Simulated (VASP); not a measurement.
# Mg12NO12F3 in VASP: single point with r2SCAN+D3(BJ)

Aim: the single point of Mg12NO12F3 with r2SCAN+D3(BJ).

Program: VASP 6.6.1. These are calculated values, not measurements. Logs are shortened: lines on timing, memory, paths and dates and some standing lists are left out, and cuts for length are marked.

### Step 1. The cell of the first run

The cell holds a slab with vacuum, 28 atoms: a = 6.234 Å, b = 6.234 Å, c = 18.362 Å, α = 90.00°, β = 90.00°, γ = 60.00°.

### Step 2. Single point, r2SCAN+D3(BJ)

Input file POSCAR:

```
Mg12NO12F3
1.0
    6.2338530000      0.0000000000      0.0000000000
    3.1169270000      5.3986750000      0.0000000000
    0.0000000000      0.0000000000     18.3624000000
Mg O N F
12 12 1 3
Direct
    0.0000000000      0.0000000000      0.0544591000
    0.0000000000      0.5000000000      0.0544591000
    0.5000000000      0.0000000000      0.0544591000
    0.5000000000      0.5000000000      0.0544591000
    0.6666844473      0.6666609057      0.1934224282
    0.6601657721      0.1699038413      0.1963233769
    0.1699454062      0.6601631442      0.1963241611
    0.1699122738      0.1699277059      0.1963239734
    0.3333389347      0.3333347401      0.3498894784
    0.3093628002      0.8453864277      0.3212009368
    0.8452621887      0.3093563808      0.3211975580
    0.8453882659      0.8452610846      0.3211968203
    0.3333333000      0.8333333000      0.1237572000
    0.3333333000      0.3333333000      0.1237572000
    0.8333333000      0.8333333000      0.1237572000
    0.8333333000      0.3333333000      0.1237572000
   -0.0143995425      0.5072183314      0.2519821555
    0.0000048375      1.0000000434      0.2460880301
    0.5072385737      0.5071901789      0.2519839929
    0.5072066363      0.9855771962      0.2519837295
    0.6780894462      0.1608779008      0.3703637585
    0.6666594814      0.6666783403      0.3972851363
    0.1608804478      0.1610453844      0.3703610941
    0.1610400838      0.6780834029      0.3703607961
    0.6667298528      0.6666563544      0.4625309051
    0.8992743209      0.5512655355      0.4952575752
    0.5496118321      0.8991781599      0.4952861756
    0.5513645050      0.5495065965      0.4952934587
```

Input file INCAR.step1:

```
SYSTEM = Mg12NO12F3
PREC = Accurate
ENCUT = 520
ISMEAR = -1
SIGMA = 0.02
LREAL = Auto
LASPH = .TRUE.
NELM = 60
NBANDS = 81
GGA = PE
ALGO = Normal
EDIFF = 1E-4
LWAVE = .TRUE.
LCHARG = .FALSE.
```

Input file INCAR.step2:

```
SYSTEM = Mg12NO12F3
PREC = Accurate
ENCUT = 520
EDIFF = 1E-7
ISMEAR = -1
SIGMA = 0.02
LREAL = Auto
LASPH = .TRUE.
NELM = 60
ALGO = Normal
ISIF = 2
LWAVE = .FALSE.
LCHARG = .FALSE.
METAGGA = R2SCAN
LMIXTAU = .TRUE.
IVDW = 12
VDW_S6 = 1.0
VDW_S8 = 0.78981345
VDW_A1 = 0.49484001
VDW_A2 = 5.73083694
NBANDS = 81
ISTART = 1
```

Input file KPOINTS:

```
Automatic mesh
0
G
  2 2 1
  0 0 0
```

Potentials or basis: VASP PAW PBE potentials, release 64 (Mg, O, N, F).

The run is started by

```bash
$ cat potpaw_PBE.64/Mg/POTCAR potpaw_PBE.64/O/POTCAR potpaw_PBE.64/N/POTCAR potpaw_PBE.64/F/POTCAR > POTCAR
$ cp INCAR.step1 INCAR
$ mpirun -np 1 vasp_std > vasp.out
$ cp INCAR.step2 INCAR
$ mpirun -np 1 vasp_std > vasp.out
```

OUTCAR:

```text
SYSTEM = Mg12NO12F3
   PREC = Accurate
   ENCUT = 520
   EDIFF = 1E-7
   ISMEAR = -1
   LREAL = Auto
   LASPH = .TRUE.
   NELM = 60
   ISIF = 2
   METAGGA = R2SCAN
   IVDW = 12
   ISTART = 1
 IVDW          = 12

 ion  position               nearest neighbor table
   1  0.000  0.000  0.054-  13 2.20  16 2.20  15 2.20   4 3.12   4 3.12   3 3.12   3 3.12   2 3.12
                             2 3.12   6 3.19   7 3.19   8 3.19
   2  0.000  0.500  0.054-  14 2.20  15 2.20  16 2.20   3 3.12   3 3.12   4 3.12   4 3.12   1 3.12
                             1 3.12   5 3.12   8 3.16   7 3.16
   3  0.500  0.000  0.054-  15 2.20  14 2.20  13 2.20   2 3.12   2 3.12   1 3.12   1 3.12   4 3.12
                             4 3.12   5 3.12   6 3.16   8 3.16
   4  0.500  0.500  0.054-  16 2.20  13 2.20  14 2.20   1 3.12   1 3.12   2 3.12   2 3.12   3 3.12
                             3 3.12   5 3.12   7 3.16   6 3.16
   5  0.667  0.667  0.193-  17 2.03  20 2.03  19 2.03  15 2.21  16 2.21  13 2.21  12 3.04  11 3.04
                            10 3.04   8 3.12   6 3.12   7 3.12   7 3.12   6 3.12   8 3.12   2 3.12
   6  0.660  0.170  0.196-  18 2.05  20 2.09  19 2.09  14 2.21  15 2.25  16 2.25  11 2.89  12 2.89
                             7 3.06   8 3.06   5 3.12   5 3.12   3 3.16   4 3.16   8 3.18   7 3.18
   7  0.170  0.660  0.196-  18 2.05  17 2.09  19 2.09  14 2.21  13 2.25  15 2.25  12 2.89  10 2.89
                             6 3.06   8 3.06   5 3.12   5 3.12   4 3.16   2 3.16   8 3.18   6 3.18
   8  0.170  0.170  0.196-  18 2.05  17 2.09  20 2.09  14 2.21  16 2.25  13 2.25  10 2.89  11 2.89
                             6 3.06   7 3.06   5 3.12   5 3.12   2 3.16   3 3.16   7 3.18   6 3.18
   9  0.333  0.333  0.350-  23 1.90  24 1.90  21 1.90  17 2.60  19 2.60  20 2.60  11 3.16  10 3.16
                            12 3.16  12 3.16  10 3.16  11 3.16   7 3.33   6 3.33   8 3.33
  10  0.309  0.845  0.321-  24 1.93  23 1.93  18 2.17  20 2.23  19 2.23  22 2.38   8 2.89   7 2.89
                            11 2.89  12 2.89   5 3.04   9 3.16   9 3.16  12 3.34  11 3.34
  11  0.845  0.309  0.321-  23 1.93  21 1.93  18 2.17  19 2.23  17 2.23  22 2.38   6 2.89   8 2.89
                            12 2.89  10 2.89   5 3.04   9 3.16   9 3.16  10 3.34  12 3.34
  12  0.845  0.845  0.321-  21 1.93  24 1.93  18 2.17  17 2.23  20 2.23  22 2.38   7 2.89   6 2.89
                            11 2.89  10 2.89   5 3.04   9 3.16   9 3.16  10 3.34  11 3.34
  13  0.333  0.833  0.124-   1 2.20   4 2.20   3 2.20   5 2.21   7 2.25   8 2.25
  14  0.333  0.333  0.124-   2 2.20   3 2.20   4 2.20   8 2.21   7 2.21   6 2.21
  15  0.833  0.833  0.124-   3 2.20   2 2.20   1 2.20   5 2.21   6 2.25   7 2.25
  16  0.833  0.333  0.124-   4 2.20   1 2.20   2 2.20   5 2.21   8 2.25   6 2.25
  17  0.986  0.507  0.252-   5 2.03   8 2.09   7 2.09  12 2.23  11 2.23   9 2.60
  18  0.000  0.000  0.246-   8 2.05   7 2.05   6 2.05  12 2.17  11 2.17  10 2.17
  19  0.507  0.507  0.252-   5 2.03   6 2.09   7 2.09  11 2.23  10 2.23   9 2.60
  20  0.507  0.986  0.252-   5 2.03   6 2.09   8 2.09  10 2.23  12 2.23   9 2.60
  21  0.678  0.161  0.370-   9 1.90  12 1.93  11 1.93
  22  0.667  0.667  0.397-  25 1.20  10 2.38  12 2.38  11 2.38
  23  0.161  0.161  0.370-   9 1.90  11 1.93  10 1.93
  24  0.161  0.678  0.370-   9 1.90  10 1.93  12 1.93
  25  0.667  0.667  0.463-  22 1.20  26 1.39  27 1.39  28 1.39
  26  0.899  0.551  0.495-  25 1.39
  27  0.550  0.899  0.495-  25 1.39
  28  0.551  0.550  0.495-  25 1.39

  LATTYP: Found a hexagonal cell.
 ALAT       =     6.2338531968
 C/A-ratio  =     2.9455939080

  Lattice vectors:

 A1 = (  -3.1169270000,  -5.3986750000,   0.0000000000)
 A2 = (   6.2338530000,   0.0000000000,   0.0000000000)
 A3 = (   0.0000000000,   0.0000000000,  18.3624000000)

Analysis of symmetry for initial positions (statically):
=====================================================================
 Subroutine PRICEL returns:
 Original cell was already a primitive cell.

 Routine SETGRP: Setting up the symmetry group for a
 hexagonal supercell.

 Subroutine GETGRP returns: Found  1 space group operations
 (whereof  1 operations were pure point group operations)
 out of a pool of 24 trial point group operations.

The static configuration has the point symmetry C_1 .

Analysis of symmetry for dynamics (positions and initial velocities):
=====================================================================
 Subroutine PRICEL returns:
 Original cell was already a primitive cell.

 Routine SETGRP: Setting up the symmetry group for a
 hexagonal supercell.

 Subroutine GETGRP returns: Found  1 space group operations
 (whereof  1 operations were pure point group operations)
 out of a pool of 24 trial point group operations.

The dynamic configuration has the point symmetry C_1 .

 Subroutine INISYM returns: Found  1 space group operations
 (whereof  1 operations are pure point group operations),
 and found     1 'primitive' translations

----------------------------------------------------------------------------------------

                                     Primitive cell

  volume of cell :     617.9782

  direct lattice vectors                    reciprocal lattice vectors
     6.233853000  0.000000000  0.000000000     0.160414434 -0.092615333  0.000000000
[... 68 lines left out ...]

 KPOINTS: Automatic mesh

Automatic generation of k-mesh.
 Grid dimensions read from file:
 generate k-points for:    2    2    1

 Generating k-lattice:

  Cartesian coordinates                     Fractional coordinates (reciprocal lattice)
     0.080207217 -0.046307666  0.000000000     0.500000000  0.000000000  0.000000000
     0.000000000  0.092615318  0.000000000     0.000000000  0.500000000  0.000000000
     0.000000000  0.000000000  0.054459112     0.000000000  0.000000000  1.000000000

  Length of vectors
     0.092615321  0.092615318  0.054459112

  Shift w.r.t. Gamma in fractional coordinates (k-lattice)
     0.000000000  0.000000000  0.000000000

 Subroutine IBZKPT returns following result:
 ===========================================

 Found      4 irreducible k-points:

 Following reciprocal coordinates:
            Coordinates               Weight
  0.000000  0.000000  0.000000      1.000000
  0.500000  0.000000  0.000000      1.000000
  0.500000  0.500000  0.000000      1.000000
  0.000000  0.500000  0.000000      1.000000
   k-points           NKPTS =      4   k-points in BZ     NKDIM =      4   number of bands    NBANDS=     81
   number of dos      NEDOS =    301   number of ions     NIONS =     28
   total plane-waves  NPLWV = 322560
   dimension x,y,z NGX =    48 NGY =   48 NGZ =  140
   dimension x,y,z NGXF=    96 NGYF=   96 NGZF=  280
   ions per type =              12  12   1   3
   NGX,Y,Z   is equivalent  to a cutoff of  12.80, 12.80, 12.68 a.u.
   NGXF,Y,Z  is equivalent  to a cutoff of  25.60, 25.60, 25.35 a.u.
 SYSTEM =  Mg12NO12F3
   PREC   = accura    normal or accurate (medium, high low for compatibility)
   ISTART =      1    job   : 0-new  1-cont  2-samecut
   ICHARG =      0    charge: 1-file 2-atom 10-const
   ISPIN  =      1    spin polarized calculation?
   LNONCOLLINEAR =      F non collinear calculations
   LSORBIT =      F    spin-orbit coupling
   LASPH  =      T    aspherical Exc in radial PAW
   ENCUT  =  520.0 eV  38.22 Ry    6.18 a.u.  11.59 11.59 34.14*2*pi/ulx,y,z
   NELM   =     60;   NELMIN=  2; NELMDL=  0     # of ELM steps
   EDIFF  = 0.1E-06   stopping-criterion for ELM
   LREAL  =      T    real-space projection
   EDIFFG = 0.1E-05   stopping-criterion for IOM
   NSW    =      0    number of steps for IOM
   IBRION =     -1    ionic relax: 0-MD 1-quasi-New 2-CG
   NFREE  =      0    steps in history (QN), initial steepest desc. (CG)
   ISIF   =      2    stress and relaxation
   ISYM   =      2    0-nonsym 1-usesym 2-fastsym
   POTIM  = 0.5000    time-step for ionic-motion
   TEBEG  =    0.0;   TEEND  =   0.0 temperature during run
   PSTRESS=    0.0 pullay stress
   NELECT =     122.0000    total number of electrons
   NUPDOWN=      -1.0000    fix difference up-down
   EMIN   =  10.00;   EMAX   =-10.00  energy-range for DOS
   EFERMI =   0.00;   METHOD = LEGACY
   ISMEAR =    -1;   SIGMA  =   0.02  broadening in eV -4-tet -1-fermi 0-gaus
   EFERMI_NEDOS =   21; number of points for ismear=-14 and -15
   IALGO  =     38    algorithm
   IMIX   =      4    mixing-type and parameters
     AMIX     =   0.40;   BMIX     =  1.00
     AMIX_MAG =   1.60;   BMIX_MAG =  1.00
  volume/ion in A,a.u.               =      22.07       148.94
  Fermi-wavevector in a.u.,A,eV,Ry     =   0.953243  1.801368 12.363241  0.908673
  Thomas-Fermi vector in A             =   2.081880
   LORBIT       =      0    0 simple, 1 ext, 2 COOP (PROOUT), +10 PAW based schemes
   METAGGA = R2SCAN    functional components
   LHFCALC =     F    Hartree Fock is set to
   AEXX    =    0.0000 exact exchange contribution
   IVDW    =    12    specifies the selected vdW correction
   LEPSILON=     F    determine dielectric tensor
   LRPA    =     F    only Hartree local field effects (RPA)
 non-spin polarized calculation
  energy-cutoff  :      520.00
  volume of cell :      617.98
 maximum number of plane-waves:     16652
 NGX is ok and might be reduce to    48
   NGX = 23   NGY = 23   NGZ = 69

 number of electron     121.9999989 magnetization

 Free energy of the ion-electron system (eV)
  ---------------------------------------------------
  ext. energy  EPLUGINS =         0.00000000
  ---------------------------------------------------
  free energy    TOTEN  =      -193.56458136 eV

  energy without entropy =     -193.51272956  energy(sigma->0) =     -193.53865546

 E-fermi :  -1.4071     XC(G=0):  -6.0755

 val. band max:       -1.4282432565   @ k =   0.5000   0.5000   0.0000
 cond. band min:      -1.4002642630   @ k =   0.5000   0.0000   0.0000
 fundamental gap:      0.0279789934
 Fermi energy:        -1.4071017232

 k-point     1 :       0.0000    0.0000    0.0000
  band No.  band energies     occupation
      1     -33.7133      2.00000
      2     -29.3412      2.00000
      3     -29.3399      2.00000
      4     -28.1297      2.00000
      5     -20.4900      2.00000
      6     -19.8962      2.00000
[... 293 lines left out ...]
     72       5.3215      0.00000
     73       5.3975      0.00000
 [bands above 73 left out]

------------------------ aborting loop because EDIFF is reached ----------------------------------------

 Edisp (eV)   -2.10028

 E8    (eV) :    -0.6493

  FORCE on cell =-STRESS in cart. coord.  units (eV):
  Direction    XX          YY          ZZ          XY          YZ          ZX
  --------------------------------------------------------------------------------------
  -------------------------------------------------------------------------------------
  Total     -12.64997   -12.65032    -9.74745    -0.00064    -0.00046    -0.00043
  in kB     -32.79646   -32.79736   -25.27135    -0.00165    -0.00119    -0.00112
  external pressure =      -30.29 kB  Pullay stress =        0.00 kB

 VOLUME and BASIS-vectors are now :
 -----------------------------------------------------------------------------
  energy-cutoff  :      520.00
  volume of cell :      617.98
      direct lattice vectors                 reciprocal lattice vectors
     6.233853000  0.000000000  0.000000000     0.160414434 -0.092615333  0.000000000
     3.116927000  5.398675000  0.000000000     0.000000000  0.185230635  0.000000000
     0.000000000  0.000000000 18.362400000     0.000000000  0.000000000  0.054459112

 POSITION                                       TOTAL-FORCE (eV/Angst)
 -----------------------------------------------------------------------------------
      0.00000      0.00000      1.00000         0.000016     -0.000001      2.045817
      1.55846      2.69934      1.00000        -0.004943      0.002952      1.861636
      3.11693      0.00000      1.00000        -0.000079     -0.005794      1.861615
      4.67539      2.69934      1.00000         0.005064      0.002872      1.861615
      6.23395      3.59909      3.55170        -0.000348      0.000166     -0.030736
      4.64495      0.91726      3.60497         0.009507     -0.005486     -0.017600
[... 20 lines left out ...]
      6.22887      4.85437      9.09464        -0.003756      0.463434      0.229635
      5.14990      2.96661      9.09478        -0.398680     -0.235054      0.229486
 -----------------------------------------------------------------------------------
    total drift:                                0.000000     -0.000308      0.021820

  FREE ENERGIE OF THE ION-ELECTRON SYSTEM (eV)
  ---------------------------------------------------
  free  energy   TOTEN  =      -195.6648565606 eV

  energy  without entropy=     -195.6130047597  energy(sigma->0) =     -195.63893066
```

Run time: 29 min. Hardware: 1 thread of Intel Xeon Platinum 8488C (Sapphire Rapids), shared host; peak memory 0.85 GiB.

What came out:

```yaml
Free_energy: -195.6649 eV
Largest_force: 2.046 eV/Å
Band_gap_on_the_k_mesh: 0.03 eV
Dispersion_energy_per_atom: -0.075 eV
```

Forces in eV/Å, atoms in the order of the input:
```
Mg   0.000  0.000  2.046
Mg  -0.005  0.003  1.862
Mg   0.000 -0.006  1.862
Mg   0.005  0.003  1.862
Mg   0.000  0.000 -0.031
Mg   0.010 -0.005 -0.018
Mg   0.000  0.011 -0.018
Mg  -0.009 -0.005 -0.018
Mg   0.000  0.000  0.026
Mg  -0.027  0.017 -0.038
Mg   0.000 -0.032 -0.038
Mg   0.028  0.016 -0.039
O    0.091 -0.053 -2.002
O    0.000  0.000 -1.376
O   -0.091 -0.053 -2.002
O    0.000  0.105 -2.002
O   -0.013  0.008  0.009
O    0.000  0.000  0.012
O    0.013  0.008  0.009
O    0.000 -0.015  0.009
O   -0.009  0.005 -0.040
O    0.000  0.000 -0.867
O    0.009  0.005 -0.040
O    0.000 -0.011 -0.040
N   -0.002  0.001  0.179
F    0.404 -0.229  0.231
F   -0.004  0.463  0.230
F   -0.399 -0.235  0.229
```

Caveat: the k points lie up to 0.58 Å⁻¹ apart; the standard files for N, O and F lose accuracy on very short bonds; the PAW data sets were made with another functional, which shifts forces and pressure a little.
